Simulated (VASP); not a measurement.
Wanted: the native input for a VASP 6.6.1 run.

* Task: single point
* Functional: PBE
* Potentials or basis: VASP PAW PBE potentials, release 64 (Nb_sv, Si, O)
* Cutoff: 520 eV
* k mesh: 5 × 5 × 3
* Occupations: gaussian, width 0.2 eV
* Spin: no spin polarisation
* Dipole correction: no
* Further INCAR settings: ALGO = Normal; EDIFF = 1e-07; NBANDS = 36

The structure of Nb3Si2O lies in POSCAR:

```
Nb3Si2O
1.0
    5.3136971223      0.0000000000      0.0000000000
   -2.6568485612      4.6017966959      0.0000000000
    0.0000000000      0.0000000000      7.3852033059
Nb Si O
3 2 1
Direct
    0.1662772303      0.8337227697      0.0000000000
    0.1662772303      0.3325544607      0.0000000000
    0.6674455393      0.8337227697      0.0000000000
    0.0000000000      0.0000000000      0.2781209330
    0.0000000000      0.0000000000      0.7218790670
    0.0000000000      0.0000000000      0.5000000000
```

The cell was built from a structure type or drawn by symmetry, and may not be a known phase.

These files were run (other wordings do the same):

INCAR

```
  ALGO = Normal
  EDIFF = 1E-7
  ENCUT = 520
  GGA = PE
  ISIF = 2
  ISMEAR = 0
  LASPH = T
  LCHARG = T
  LELF = T
  LREAL = F
  LVHAR = T
  LWAVE = F
  NBANDS = 36
  NELM = 80
  PREC = Accurate
  SIGMA = 0.2
```

KPOINTS

```
k-points
0
Gamma
  5 5 3
```

Potentials or basis: VASP PAW PBE potentials, release 64 (Nb_sv, Si, O).

Launch:

```bash
$ cat potpaw_PBE.64/Nb_sv/POTCAR potpaw_PBE.64/Si/POTCAR potpaw_PBE.64/O/POTCAR > POTCAR
$ mpirun -np 1 vasp_std > vasp.out
```

Results of the run:

| Quantity | Value |
| --- | --- |
| Pressure | 0.1 GPa |
| Largest force | 0.077 eV/Å |
| Band gap on the k mesh | zero (an odd number of electrons rules out a gap without spin polarisation) |

Caveat: an odd number of electrons without spin polarisation forces a metal; a magnetic or distorted state may lie lower.

It took 51 s on 1 thread of Intel(R) Xeon(R) 6975P-C (Granite Rapids) (shared host), peak memory 0.3 GiB.
